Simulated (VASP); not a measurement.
# Se (P1) in VASP: a series of runs, part 2 of 2

VASP 6.6.1.

## 3. Single point, PBE (equal xy, yz and zx shear strains of +2 %)

INCAR reads:

```
PREC     = Accurate       # precision mode
ENCUT    = 520            # plane-wave cutoff, eV
EDIFF    = 1E-6           # SCF threshold, eV
ISMEAR   = -1             # smearing method
SIGMA    = 0.03           # smearing width, eV
LREAL    = F              # projectors in reciprocal space
LASPH    = T              # aspherical terms in the spheres
NELM     = 60             # most SCF steps
ALGO     = Normal         # electronic algorithm
ISIF     = 2              # what is computed and relaxed
LWAVE    = F              # write WAVECAR
LCHARG   = F              # write CHGCAR
GGA      = PE             # functional
NBANDS   = 16             # bands
```

KPOINTS reads:

```
regular mesh
0
Gamma
  8 8 6
```

POSCAR reads:

```
Se
1.0
    4.3551696776      0.0435516968      0.0435516968
   -2.1398679630      3.7499117302      0.0159410274
    0.0494945000      0.0494945000      4.9494500000
Se
3
Direct
    0.2170000000      0.0000000000      0.1666666667
    0.0000000000      0.2170000000      0.8333333333
    0.7830000000      0.7830000000      0.5000000000
```

Potentials or basis: VASP PAW PBE potentials, release 64 (Se).

On the command line:

```bash
> cat potpaw_PBE.64/Se/POTCAR > POTCAR
> mpirun -np 1 vasp_std > vasp.out
```

OUTCAR:

```text
PREC = Accurate
   ENCUT = 520
   EDIFF = 1E-6
   ISMEAR = -1
   LREAL = F
   LASPH = T
   NELM = 60
   ISIF = 2
   GGA = PE

 ion  position               nearest neighbor table
   1  0.217  0.000  0.167-   3 2.30   2 2.32
   2  0.000  0.217  0.833-   1 2.32   3 2.35
   3  0.783  0.783  0.500-   1 2.30   2 2.35

  LATTYP: Found a triclinic cell.
 ALAT       =     4.3933433559
 B/A-ratio  =     2.0403951223
 C/A-ratio  =     0.9827452114
 COS(alpha) =     0.0044332854
 COS(beta)  =     0.5000757388
 COS(gamma) =     0.7243151607

  Lattice vectors:

 A1 = (   2.2153017146,   3.7934634270,   0.0594927242)
 A2 = (   6.5209768922,   3.7875206238,  -4.8464055790)
 A3 = (  -2.1398679630,   3.7499117302,   0.0159410274)

Analysis of symmetry for initial positions (statically):
=====================================================================
 Subroutine PRICEL returns:
 Original cell was already a primitive cell.

 Routine SETGRP: Setting up the symmetry group for a
 triclinic supercell.

 Subroutine GETGRP returns: Found  1 space group operations
 (whereof  1 operations were pure point group operations)
 out of a pool of  2 trial point group operations.

The static configuration has the point symmetry C_1 .

Analysis of symmetry for dynamics (positions and initial velocities):
=====================================================================
 Subroutine PRICEL returns:
 Original cell was already a primitive cell.

 Routine SETGRP: Setting up the symmetry group for a
 triclinic supercell.

 Subroutine GETGRP returns: Found  1 space group operations
 (whereof  1 operations were pure point group operations)
 out of a pool of  2 trial point group operations.

The dynamic configuration has the point symmetry C_1 .

 Subroutine INISYM returns: Found  1 space group operations
 (whereof  1 operations are pure point group operations),
 and found     1 'primitive' translations

[... 108 lines left out ...]
   NUPDOWN=      -1.0000    fix difference up-down
   EMIN   =  10.00;   EMAX   =-10.00  energy-range for DOS
   EFERMI =   0.00;   METHOD = LEGACY
   ISMEAR =    -1;   SIGMA  =   0.03  broadening in eV -4-tet -1-fermi 0-gaus
   EFERMI_NEDOS =   21; number of points for ismear=-14 and -15
   IALGO  =     38    algorithm
   IMIX   =      4    mixing-type and parameters
     AMIX     =   0.40;   BMIX     =  1.00
     AMIX_MAG =   1.60;   BMIX_MAG =  1.00
  volume/ion in A,a.u.               =      27.09       182.83
  Fermi-wavevector in a.u.,A,eV,Ry     =   0.990474  1.871724 13.347831  0.981038
  Thomas-Fermi vector in A             =   2.122146
   LORBIT       =      0    0 simple, 1 ext, 2 COOP (PROOUT), +10 PAW based schemes
   GGA     = PE    functional components
   LHFCALC =     F    Hartree Fock is set to
   AEXX    =    0.0000 exact exchange contribution
   IVDW    =     0    specifies the selected vdW correction
   LEPSILON=     F    determine dielectric tensor
   LRPA    =     F    only Hartree local field effects (RPA)
 non-spin polarized calculation
  energy-cutoff  :      520.00
  volume of cell :       81.28
 maximum number of plane-waves:      2202
   NGX = 17   NGY = 17   NGZ = 19

 number of electron      17.9999998 magnetization

 Free energy of the ion-electron system (eV)
  ---------------------------------------------------
  ext. energy  EPLUGINS =         0.00000000
  ---------------------------------------------------
  free energy    TOTEN  =       -10.36242236 eV

  energy without entropy =      -10.36242236  energy(sigma->0) =      -10.36242236

 E-fermi :   3.3150     XC(G=0):  -8.8337

 val. band max:        2.8101199882   @ k =   0.5000  -0.0000   0.5000
 cond. band min:       3.8539459684   @ k =   0.3750   0.2500   0.5000
 fundamental gap:      1.0438259803
 Fermi energy:         3.3149830642

 k-point     1 :       0.0000    0.0000    0.0000
  band No.  band energies     occupation
      1     -13.3932      2.00000
      2      -9.1259      2.00000
      3      -9.0258      2.00000
      4      -1.2583      2.00000
      5      -1.2409      2.00000
      6      -0.9949      2.00000
[... 433 lines left out ...]
      3      -9.1431      2.00000
      4      -2.4899      2.00000
      5      -2.3572      2.00000
      6      -0.2539      2.00000
[... 8 lines left out ...]
     15      11.0269      0.00000
     16      12.4469      0.00000

 [... further k-points ...]
[... 5 lines left out ...]
  --------------------------------------------------------------------------------------
  -------------------------------------------------------------------------------------
  Total        2.6803034      2.1765946      3.8923923      0.1276578     -0.5602347     -0.3310386
  in kB       52.8355516     42.9061778     76.7288865      2.5164579    -11.0436404     -6.5256072
  external PRESSURE =      57.4902053 kB  Pullay stress =       0.0000000 kB

 VOLUME and BASIS-vectors are now :
 -----------------------------------------------------------------------------
  energy-cutoff  :      520.00
  volume of cell :       81.28
      direct lattice vectors                 reciprocal lattice vectors
     4.355169678  0.043551697  0.043551697     0.228344855  0.130319071 -0.003586639
    -2.139867963  3.749911730  0.015941027    -0.002625602  0.265185819 -0.002625602
     0.049494500  0.049494500  4.949450000    -0.002000818 -0.002000818  0.202082668

 POSITION                                       TOTAL-FORCE (eV/Angst)
 -----------------------------------------------------------------------------------
      0.95332      0.01770      0.83436         1.316317      0.053239     -0.191697
     -0.42311      0.85498      4.12800        -0.611616      0.905075     -0.164101
      1.75933      2.99503      2.52131        -0.704702     -0.958314      0.355798
 -----------------------------------------------------------------------------------
    total drift:                               -0.000030      0.000013     -0.000015

  FREE ENERGIE OF THE ION-ELECTRON SYSTEM (eV)
  ---------------------------------------------------
  free  energy   TOTEN  =       -10.3624223597 eV

  energy  without entropy=      -10.3624223592  energy(sigma->0) =      -10.36242236
```

stdout:

```text
POSCAR found type information on POSCAR Se
 POSCAR found :  1 types and       3 ions
 scaLAPACK will be used
 LDA part: xc-table for (Slater+PW92), standard interpolation
 POSCAR, INCAR and KPOINTS ok, starting setup
 FFT: planning ... GRIDC
 FFT: planning ... GRID_SOFT
 FFT: planning ... GRID
 WAVECAR not read
 entering main loop
```

Wall time 4.8 min (1 thread of Intel Xeon 8259CL, shared host); peak memory 0.33 GiB.

What came out:

```yaml
Free_energy: -10.3624 eV
Pressure: 5.7 GPa
Largest_force: 1.331 eV/Å
Band_gap_on_the_k_mesh: 1.04 eV (least direct gap 1.16 eV)
```

Forces on the atoms (eV/Å):
```
Se   1.316  0.053 -0.192
Se  -0.612  0.905 -0.164
Se  -0.705 -0.958  0.356
```

Caveat: the cell differs from its parent crystal (equal xy, yz and zx shear strains of +2 %); the cell stands under pressure; forces of over 1 eV/Å act on the atoms, so gaps and moduli don't describe the material at rest. A k mesh can miss the band edges.
